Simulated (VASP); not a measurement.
# GeCN2 (R-3m) in VASP: further runs

Runs on GeCN2. Level: LDA. Tasks: single point.

Program: VASP 6.6.1. These are calculated values, not measurements. Logs are shortened: lines on timing, memory, paths and dates and some standing lists are left out, and cuts for length are marked.

## Step 1: The cell of the first run

The structure is trigonal, space group R-3m (No. 166). Conventional cell: a = 3.338 Å, b = 3.338 Å, c = 15.533 Å, α = 90.00°, β = 90.00°, γ = 120.00°. Within 3.1 Å of Ge (site symmetry -3m) lie 6 N at 2.31 Å. C (site symmetry -3m) has 2 N at 1.31 Å within 1.8 Å. N (site symmetry 3m) has 1 C at 1.31 Å within 1.8 Å.

## Step 2: Single point, LDA

INCAR

```
SYSTEM = GeCN2
ALGO     = Normal         ! electronic algorithm
EDIFF    = 1E-7           ! SCF threshold, eV
ENCUT    = 520            ! plane-wave cutoff, eV
GGA      = CA             ! functional
ISIF     = 2              ! what is computed and relaxed
ISMEAR   = 0              ! smearing method
LASPH    = .TRUE.         ! aspherical terms in the spheres
LCHARG   = .FALSE.        ! write CHGCAR
LREAL    = .FALSE.        ! projectors in reciprocal space
LWAVE    = .FALSE.        ! write WAVECAR
NBANDS   = 22             ! bands
NELM     = 100            ! most SCF steps
PREC     = Accurate       ! precision mode
SIGMA    = 0.05           ! smearing width, eV
```

KPOINTS

```
k-points
0
G
  12 12 12
  0 0 0
```

POSCAR

```
GeCN2
1.0
    1.6688193010      0.9634932726      5.1775721586
   -1.6688193010      0.9634932726      5.1775721586
    0.0000000000     -1.9269865453      5.1775721586
Ge C N
1 1 2
Direct
    0.0000000000      0.0000000000      0.0000000000
    0.5000000000      0.5000000000      0.5000000000
    0.4155196828      0.4155196828      0.4155196828
    0.5844803172      0.5844803172      0.5844803172
```

Potentials or basis: VASP PAW LDA potentials, release 64 (Ge_d, C, N).

On the command line:

```sh
cat potpaw_LDA.64/Ge_d/POTCAR potpaw_LDA.64/C/POTCAR potpaw_LDA.64/N/POTCAR > POTCAR
mpirun -np 1 vasp_std > vasp.out
```

OUTCAR:

```text
SYSTEM = GeCN2
   EDIFF = 1E-7
   ENCUT = 520
   GGA = CA
   ISIF = 2
   ISMEAR = 0
   LASPH = .TRUE.
   LREAL = .FALSE.
   NELM = 100
   PREC = Accurate

 ion  position               nearest neighbor table
   1  0.000  0.000  0.000-   4 2.31   3 2.31   4 2.31   4 2.31   3 2.31   3 2.31
   2  0.500  0.500  0.500-   3 1.31   4 1.31
   3  0.416  0.416  0.416-   2 1.31   1 2.31   1 2.31   1 2.31
   4  0.584  0.584  0.584-   2 1.31   1 2.31   1 2.31   1 2.31

  LATTYP: Found a trigonal (rhomboedric) cell.
 ALAT       =     5.5245389494
 COS(alpha) =     0.8175026578

  Lattice vectors:

 A1 = (   1.6688193010,   0.9634932726,   5.1775721586)
 A2 = (  -1.6688193010,   0.9634932726,   5.1775721586)
 A3 = (   0.0000000000,  -1.9269865453,   5.1775721586)

Analysis of symmetry for initial positions (statically):
=====================================================================
 Subroutine PRICEL returns:
 Original cell was already a primitive cell.

 Routine SETGRP: Setting up the symmetry group for a
 trigonal (rhombohedral) supercell.

 Subroutine GETGRP returns: Found 12 space group operations
 (whereof 12 operations were pure point group operations)
 out of a pool of 12 trial point group operations.

The static configuration has the point symmetry D_3d.

Analysis of symmetry for dynamics (positions and initial velocities):
=====================================================================
 Subroutine PRICEL returns:
 Original cell was already a primitive cell.

 Routine SETGRP: Setting up the symmetry group for a
 trigonal (rhombohedral) supercell.

 Subroutine GETGRP returns: Found 12 space group operations
 (whereof 12 operations were pure point group operations)
 out of a pool of 12 trial point group operations.

The dynamic configuration has the point symmetry D_3d.

 Subroutine INISYM returns: Found 12 space group operations
 (whereof 12 operations are pure point group operations),
 and found     1 'primitive' translations

----------------------------------------------------------------------------------------

                                     Primitive cell

  volume of cell :      49.9500

  direct lattice vectors                    reciprocal lattice vectors
     1.668819301  0.963493273  5.177572159     0.299613026  0.172981661  0.064380239
    -1.668819301  0.963493273  5.177572159    -0.299613026  0.172981661  0.064380239
     0.000000000 -1.926986545  5.177572159     0.000000000 -0.345963322  0.064380239

  length of vectors
     5.524538949  5.524538949  5.524538949     0.351902594  0.351902594  0.351902594

  position of ions in fractional coordinates (direct lattice)
     0.000000000  0.000000000  0.000000000
     0.500000000  0.500000000  0.500000000
     0.415519683  0.415519683  0.415519683
     0.584480317  0.584480317  0.584480317

  ion indices of the primitive-cell ions
   primitive index   ion index
                 1           1
                 2           2
                 3           3
                 4           4

----------------------------------------------------------------------------------------

 KPOINTS: k-points

Automatic generation of k-mesh.
 Grid dimensions read from file:
 generate k-points for:   12   12   12

 Generating k-lattice:

  Cartesian coordinates                     Fractional coordinates (reciprocal lattice)
     0.024967752  0.014415138  0.005365020     0.083333333 -0.000000000  0.000000000
    -0.024967752  0.014415138  0.005365020    -0.000000000  0.083333333  0.000000000
     0.000000000 -0.028830277  0.005365020     0.000000000  0.000000000  0.083333333

  Length of vectors
     0.029325216  0.029325216  0.029325216

  Shift w.r.t. Gamma in fractional coordinates (k-lattice)
     0.000000000  0.000000000  0.000000000

 Subroutine IBZKPT returns following result:
 ===========================================

 Found    189 irreducible k-points:

 Following reciprocal coordinates:
            Coordinates               Weight
  0.000000  0.000000  0.000000      1.000000
  0.083333 -0.000000  0.000000      6.000000
  0.166667 -0.000000  0.000000      6.000000
  0.250000 -0.000000  0.000000      6.000000
  0.333333  0.000000  0.000000      6.000000
  0.416667  0.000000  0.000000      6.000000
[... 16 lines left out ...]
  0.500000  0.166667  0.000000     12.000000
 -0.416667  0.166667 -0.000000     12.000000
 [... further k-points ...]
   k-points           NKPTS =    189   k-points in BZ     NKDIM =    189   number of bands    NBANDS=     22
   number of dos      NEDOS =    301   number of ions     NIONS =      4
   total plane-waves  NPLWV =  74088
   dimension x,y,z NGX =    42 NGY =   42 NGZ =   42
   dimension x,y,z NGXF=    84 NGYF=   84 NGZF=   84
   ions per type =               1   1   2
   NGX,Y,Z   is equivalent  to a cutoff of  12.64, 12.64, 12.64 a.u.
   NGXF,Y,Z  is equivalent  to a cutoff of  25.28, 25.28, 25.28 a.u.
 SYSTEM =  GeCN2
   PREC   = accura    normal or accurate (medium, high low for compatibility)
   ISTART =      0    job   : 0-new  1-cont  2-samecut
   ICHARG =      2    charge: 1-file 2-atom 10-const
   ISPIN  =      1    spin polarized calculation?
   LNONCOLLINEAR =      F non collinear calculations
   LSORBIT =      F    spin-orbit coupling
   LASPH  =      T    aspherical Exc in radial PAW
   ENCUT  =  520.0 eV  38.22 Ry    6.18 a.u.  10.27 10.27 10.27*2*pi/ulx,y,z
   NELM   =    100;   NELMIN=  2; NELMDL= -5     # of ELM steps
   EDIFF  = 0.1E-06   stopping-criterion for ELM
   LREAL  =      F    real-space projection
   EDIFFG = 0.1E-05   stopping-criterion for IOM
   NSW    =      0    number of steps for IOM
   IBRION =     -1    ionic relax: 0-MD 1-quasi-New 2-CG
   NFREE  =      0    steps in history (QN), initial steepest desc. (CG)
   ISIF   =      2    stress and relaxation
   ISYM   =      2    0-nonsym 1-usesym 2-fastsym
   POTIM  = 0.5000    time-step for ionic-motion
   TEBEG  =    0.0;   TEEND  =   0.0 temperature during run
   PSTRESS=    0.0 pullay stress
   NELECT =      28.0000    total number of electrons
   NUPDOWN=      -1.0000    fix difference up-down
   EMIN   =  10.00;   EMAX   =-10.00  energy-range for DOS
   EFERMI =   0.00;   METHOD = LEGACY
   ISMEAR =     0;   SIGMA  =   0.05  broadening in eV -4-tet -1-fermi 0-gaus
   EFERMI_NEDOS =   21; number of points for ismear=-14 and -15
   IALGO  =     38    algorithm
   IMIX   =      4    mixing-type and parameters
     AMIX     =   0.40;   BMIX     =  1.00
     AMIX_MAG =   1.60;   BMIX_MAG =  1.00
  volume/ion in A,a.u.               =      12.49        84.27
  Fermi-wavevector in a.u.,A,eV,Ry     =   1.349840  2.550828 24.790749  1.822069
  Thomas-Fermi vector in A             =   2.477394
   LORBIT       =      0    0 simple, 1 ext, 2 COOP (PROOUT), +10 PAW based schemes
   GGA     = CA    functional components
   LHFCALC =     F    Hartree Fock is set to
   AEXX    =    0.0000 exact exchange contribution
   IVDW    =     0    specifies the selected vdW correction
   LEPSILON=     F    determine dielectric tensor
   LRPA    =     F    only Hartree local field effects (RPA)
 non-spin polarized calculation
 Gauss-broadening in eV      SIGMA  =   0.05
  energy-cutoff  :      520.00
  volume of cell :       49.95
 maximum number of plane-waves:      1369
 NGX is ok and might be reduce to    42

 number of electron      28.0000004 magnetization

 Free energy of the ion-electron system (eV)
  ---------------------------------------------------
  ext. energy  EPLUGINS =         0.00000000
  ---------------------------------------------------
  free energy    TOTEN  =       -31.77734199 eV

  energy without entropy =      -31.77734199  energy(sigma->0) =      -31.77734199

 E-fermi :   4.7936     XC(G=0): -10.7490

 val. band max:        4.5385156665   @ k =   0.5000   0.5000   0.2500
 cond. band min:       5.1491933716   @ k =   0.5000   0.5000   0.0000
 fundamental gap:      0.6106777051
 Fermi energy:         4.7936173444

 k-point     1 :       0.0000    0.0000    0.0000
  band No.  band energies     occupation
      1     -20.5815      2.00000
      2     -20.5815      2.00000
      3     -20.5603      2.00000
      4     -20.5419      2.00000
      5     -20.5419      2.00000
      6     -14.6764      2.00000
[... 14 lines left out ...]
     21      12.4555      0.00000
     22      15.8416      0.00000

 k-point     2 :       0.0833   -0.0000    0.0000
  band No.  band energies     occupation
      1     -20.5825      2.00000
      2     -20.5792      2.00000
      3     -20.5589      2.00000
      4     -20.5437      2.00000
      5     -20.5422      2.00000
      6     -14.6352      2.00000
[... 14 lines left out ...]
     21      12.7865      0.00000
     22      14.6919      0.00000

 k-point     3 :       0.1667   -0.0000    0.0000
  band No.  band energies     occupation
      1     -20.5856      2.00000
      2     -20.5728      2.00000
      3     -20.5546      2.00000
      4     -20.5487      2.00000
      5     -20.5432      2.00000
      6     -14.5199      2.00000
[... 14 lines left out ...]
     21      13.1694      0.00000
     22      13.6119      0.00000
[... 476 lines left out ...]
 k-point    23 :       0.5000    0.1667    0.0000
  band No.  band energies     occupation
      1     -20.5930      2.00000
      2     -20.5621      2.00000
      3     -20.5591      2.00000
      4     -20.5480      2.00000
      5     -20.5363      2.00000
      6     -13.9765      2.00000
[... 14 lines left out ...]
     21      13.3126      0.00000
     22      15.0516      0.00000

 k-point    24 :      -0.4167    0.1667   -0.0000
  band No.  band energies     occupation
      1     -20.5939      2.00000
      2     -20.5627      2.00000
      3     -20.5586      2.00000
      4     -20.5469      2.00000
      5     -20.5360      2.00000
      6     -13.9450      2.00000
[... 14 lines left out ...]
     21      13.5170      0.00000
     22      14.8631      0.00000

 [... further k-points ...]

------------------------ aborting loop because EDIFF is reached ----------------------------------------

  FORCE on cell =-STRESS in cart. coord.  units (eV):
  Direction    XX          YY          ZZ          XY          YZ          ZX
  --------------------------------------------------------------------------------------
  -------------------------------------------------------------------------------------
  Total        0.3816056      0.3816056    -14.3810384      0.0000000      0.0000000     -0.0000000
  in kB       12.2402403     12.2402403   -461.2808409      0.0000000      0.0000000     -0.0000000
  external PRESSURE =    -145.6001201 kB  Pullay stress =       0.0000000 kB

 VOLUME and BASIS-vectors are now :
 -----------------------------------------------------------------------------
  energy-cutoff  :      520.00
  volume of cell :       49.95
      direct lattice vectors                 reciprocal lattice vectors
     1.668819301  0.963493273  5.177572159     0.299613026  0.172981661  0.064380239
    -1.668819301  0.963493273  5.177572159    -0.299613026  0.172981661  0.064380239
     0.000000000 -1.926986545  5.177572159     0.000000000 -0.345963322  0.064380239

 POSITION                                       TOTAL-FORCE (eV/Angst)
 -----------------------------------------------------------------------------------
      0.00000      0.00000      0.00000        -0.000000     -0.000000     -0.000000
      0.00000     -0.00000      7.76636         0.000000     -0.000000     -0.000000
      0.00000     -0.00000      6.45415         0.000000     -0.000000      4.360476
      0.00000     -0.00000      9.07857         0.000000      0.000000     -4.360476
 -----------------------------------------------------------------------------------
    total drift:                                0.000000      0.000000      0.000000

  FREE ENERGIE OF THE ION-ELECTRON SYSTEM (eV)
  ---------------------------------------------------
  free  energy   TOTEN  =       -31.7773419931 eV

  energy  without entropy=      -31.7773419931  energy(sigma->0) =      -31.77734199
```

It took 6.1 min on 1 thread of Intel Xeon Platinum 8488C (Sapphire Rapids), shared host; peak memory 0.35 GiB.

What came out:

| Quantity | Value |
| --- | --- |
| Free energy | -31.7773 eV |
| Pressure | -14.6 GPa |
| Largest force | 4.360 eV/Å |
| Band gap on the k mesh | 0.61 eV (least direct gap 0.82 eV) |

Forces on the atoms (eV/Å):
```
Ge   0.000  0.000  0.000
C    0.000  0.000  0.000
N    0.000  0.000  4.360
N    0.000  0.000 -4.360
```

Stress tensor (GPa, compression positive):
```
  1.22   0.00   0.00
  0.00   1.22   0.00
  0.00   0.00 -46.13
```

Levels at points of the mesh, in eV from the valence-band top:
| k point | band 12 | band 13 | band 14 | band 15 | band 16 | band 17 |
| --- | --- | --- | --- | --- | --- | --- |
| (0.00, 0.00, 0.00) | -2.27 | -2.27 | -1.91 | 2.76 | 3.00 | 3.00 |
| (0.50, 0.00, 0.00) | -5.11 | -3.73 | -3.49 | 2.40 | 3.83 | 4.01 |
| (0.50, 0.50, 0.00) | -5.77 | -2.34 | -0.21 | 0.61 | 1.40 | 3.93 |
| (0.50, 0.50, 0.50) | -2.37 | -2.37 | -0.61 | 1.26 | 3.82 | 3.82 |

Caveat: the cell stands under tension; forces of over 1 eV/Å act on the atoms, so gaps and moduli don't describe the material at rest. A k mesh can miss the band edges.

## Step 3: Single point, LDA

This run uses another cell than the first one, of the same volume but with other edges.

INCAR

```
SYSTEM = GeCN2
PREC     = Accurate       ! precision mode
ENCUT    = 520            ! plane-wave cutoff, eV
EDIFF    = 1E-6           ! SCF threshold, eV
ISMEAR   = 0              ! smearing method
SIGMA    = 0.05           ! smearing width, eV
LREAL    = .False.        ! projectors in reciprocal space
LASPH    = .True.         ! aspherical terms in the spheres
NELM     = 80             ! most SCF steps
ALGO     = Normal         ! electronic algorithm
ISIF     = 2              ! what is computed and relaxed
LWAVE    = .False.        ! write WAVECAR
LCHARG   = .True.         ! write CHGCAR
LELF     = .True.         ! ELF
LVHAR    = .True.       
NBANDS   = 22             ! bands
```

KPOINTS

```
Automatic mesh
0
Gamma
  12 12 12
  0 0 0
```

POSCAR

```
GeCN2
1.0
    1.7462903927      1.0082212283      4.7283744164
   -1.7462903927      1.0082212283      4.7283744164
    0.0000000000     -2.0164424566      4.7283744164
Ge C N
1 1 2
Direct
    0.0000000000      0.0000000000      0.0000000000
    0.5000000000      0.5000000000      0.5000000000
    0.4155196828      0.4155196828      0.4155196828
    0.5844803172      0.5844803172      0.5844803172
```

Potentials or basis: VASP PAW LDA potentials, release 64 (Ge_d, C, N).

On the command line:

```sh
cat potpaw_LDA.64/Ge_d/POTCAR potpaw_LDA.64/C/POTCAR potpaw_LDA.64/N/POTCAR > POTCAR
mpirun -np 1 vasp_std > vasp.out
```

Wall time 4.6 min (1 thread of Intel Xeon Platinum 8488C (Sapphire Rapids), shared host); peak memory 0.34 GiB.

It converged, with:

- Free energy: -32.1386 eV
- Pressure: 8.1 GPa
- Largest force: 2.984 eV/Å
- Band gap on the k mesh: 0.50 eV (least direct gap 1.21 eV)

Forces in eV/Å, atoms in the order of the input:
```
Ge   0.000  0.000  0.000
C    0.000  0.000  0.000
N    0.000  0.000 -2.984
N    0.000  0.000  2.984
```

Stress tensor (GPa, compression positive):
```
-0.83  0.00  0.00
 0.00 -0.83  0.00
 0.00  0.00 25.97
```

Levels at points of the mesh, in eV from the valence-band top:
```tsv
k point	band 12	band 13	band 14	band 15	band 16	band 17
(0.00, 0.00, 0.00)	-2.45	-2.45	-1.72	2.28	3.16	3.16
(0.50, 0.00, 0.00)	-4.53	-3.91	-3.39	2.75	4.88	5.53
(0.50, 0.50, 0.00)	-5.93	-2.26	-0.08	1.84	2.04	4.13
(0.50, 0.50, 0.50)	-2.53	-2.53	-0.71	0.50	4.78	4.78
```

Caveat: the cell stands under pressure; forces of over 1 eV/Å act on the atoms, so gaps and moduli don't describe the material at rest. A k mesh can miss the band edges.
